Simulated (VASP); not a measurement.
Input of a VASP 6.6.1 run:

Contents of INCAR:

```
ALGO = Normal ; EDIFF = 1E-6
ENCUT = 520 ; ISIF = 2
ISMEAR = 0 ; LASPH = T
LCHARG = T ; LELF = T
LREAL = F ; LVHAR = T
LWAVE = F ; NBANDS = 28
NELM = 80 ; PREC = Accurate
SIGMA = 0.05
```

The input KPOINTS:

```
k-points
0
Gamma
  8 8 6
```

POSCAR

```
SnSe
1.0
    2.1550000000     -5.8525000000     -0.0438937500
    2.1550000000      5.8525000000      0.0438937500
    0.0000000000      0.0323850000      4.3180000000
Sn Se
2 2
Direct
    0.8800000000      0.1200000000      0.2500000000
    0.1200000000      0.8800000000      0.7500000000
    0.6440000000      0.3560000000      0.2500000000
    0.3560000000      0.6440000000      0.7500000000
```

Potentials or basis: VASP PAW LDA potentials, release 64 (Sn_d, Se).

The run is started by

```sh
$ cat potpaw_LDA.64/Sn_d/POTCAR potpaw_LDA.64/Se/POTCAR > POTCAR
$ mpirun -np 1 vasp_std > vasp.out
```

Task: What does it give for the band gap on the k mesh?

Result: 0.25 eV.

Task: Predict the pressure.

Result: -4.6 GPa.

Task: Estimate the largest force.

Result: 0.397 eV/Å.

Stress tensor (GPa, compression positive):
```
-4.98  0.00  0.00
 0.00 -3.95 -0.27
 0.00 -0.27 -4.94
```

Caveat: the cell differs from its parent crystal (strain +0.0150 x Voigt [0, 0, 0, 1, 0, 0]); the cell stands under tension; semilocal functionals underestimate gaps, and a narrow one can read as zero; spin-orbit coupling is left out, which moves the levels of the heavy elements. A k mesh can miss the band edges.
